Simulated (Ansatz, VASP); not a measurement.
# One calculation of Ge, two programs

INCAR

```
ALGO = Normal
EDIFF = 1E-7
ENCUT = 520
ISIF = 2
ISMEAR = 0
LASPH = T
LCHARG = F
LREAL = F
LWAVE = F
NBANDS = 21
NELM = 60
PREC = Accurate
SIGMA = 0.15
```

File KPOINTS:

```
k-points
0
Gamma
  14 14 14
```

The input POSCAR:

```
Ge
1.0
    0.0000000000      2.7779676512      2.8762020514
    2.7779676512      0.0000000000      2.8762020514
    2.7779676512      2.7779676512      0.0000000000
Ge
2
Direct
    0.5058348196      0.4941651804      0.4941651804
    0.7441651804      0.7558348196      0.7558348196
```

Input for Ansatz:

```yaml
crystal:
  lattice:
    - [0.0, 2.7779676512, 2.8762020514]
    - [2.7779676512, 0.0, 2.8762020514]
    - [2.7779676512, 2.7779676512, 0.0]
  atoms:
    - { symbol: Ge, position: [0.5058348196, 0.4941651804, 0.4941651804] }
    - { symbol: Ge, position: [0.7441651804, 0.7558348196, 0.7558348196] }
basis:
  ecutwfc: 420
kpoints:
  mp_grid: { grid: [14, 14, 14] }
hamiltonian:
  xc: lda
  pseudopotentials: { kind: paw, azcp: { folder: soft_1 } }
scf:
  occupations: { method: gaussian, width: 0.15 }
output:
  forces: true
  stress: true
  eigenvalues: true
```

Change from the starting cell: mode 4 frozen in at -0.033 Å, strain +e along z and -e/2 along x and y +0.0233.

Alike in both runs: task single point; functional LDA; k mesh 14 × 14 × 14; occupations gaussian, width 0.15 eV; no spin polarisation.

```csv
,VASP,Ansatz
version,VASP 6.6.1,Ansatz 0.2.0
potentials or method,"VASP PAW LDA potentials, release 64 (Ge_d), cutoff 520 eV","scalar-relativistic, plane waves, PAW"
valence electrons in the cell,28,28
```

```tsv
	VASP	Ansatz	Ansatz less VASP
gap on the k mesh at the Fermi level (eV)	none	none	-
pressure (GPa)	0.4	0.2	-0.22
traceless stress, the component that is largest in VASP (GPa)	-2.10	-2.08	+0.025
rms of the force components (eV/Å)	0.420	0.415	-0.0042
```

Ansatz warns that its potentials were made for another functional, while VASP's fit it. LDA's correlation is that of Perdew and Zunger in VASP and of Perdew and Wang (1992) in Ansatz. Atom by atom the forces differ by 0.004 eV/Å (rms over components). A gap of «none» marks a metal or a gap that the smearing closes.
